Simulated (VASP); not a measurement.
Input of a VASP 6.6.1 run:

The input POSCAR:

```
SiC
1.0
    2.9368112306      0.0000000000      0.0000000000
   -1.4684056153      2.5433531319      0.0000000000
    0.0000000000      0.0000000000      5.0481668544
Si C
2 2
Direct
    0.3333333333      0.6666666667      0.0046028828
    0.6666666667      0.3333333333      0.5046028828
    0.3333333333      0.6666666667      0.3803971172
    0.6666666667      0.3333333333      0.8803971172
```

The input INCAR.step1:

```
ALGO = Normal
EDIFF = 1E-4
ENCUT = 520
GGA = PE
ISMEAR = 0
LASPH = T
LCHARG = F
LREAL = F
LWAVE = T
NBANDS = 16
NELM = 80
PREC = Accurate
SIGMA = 0.05
```

Contents of INCAR.step2:

```
ALGO = Normal
EDIFF = 1E-6
ENCUT = 520
ISIF = 2
ISMEAR = 0
ISTART = 1
LASPH = T
LCHARG = F
LMIXTAU = T
LREAL = F
LWAVE = F
METAGGA = R2SCAN
NBANDS = 16
NELM = 80
PREC = Accurate
SIGMA = 0.05
```

KPOINTS

```
k-points
0
Gamma
  12 12 6
```

Potentials or basis: VASP PAW PBE potentials, release 64 (Si, C).

The run is started by

```bash
$ cat potpaw_PBE.64/Si/POTCAR potpaw_PBE.64/C/POTCAR > POTCAR
$ cp INCAR.step1 INCAR
$ mpirun -np 1 vasp_std > vasp.out
$ cp INCAR.step2 INCAR
$ mpirun -np 1 vasp_std > vasp.out
```

Question: Estimate the largest force.

Answer: 0.597 eV/Å.

Question: What does it give for the pressure?

Answer: 25.8 GPa.

Stress tensor (GPa, compression positive):
```
37.02  0.00  0.00
 0.00 37.02  0.00
 0.00  0.00  3.46
```

Caveat: the cell differs from its parent crystal (strain -0.0450 x Voigt [1, 1, 0, 0, 0, 0]); the PAW data sets were made with another functional, which shifts forces and pressure a little.
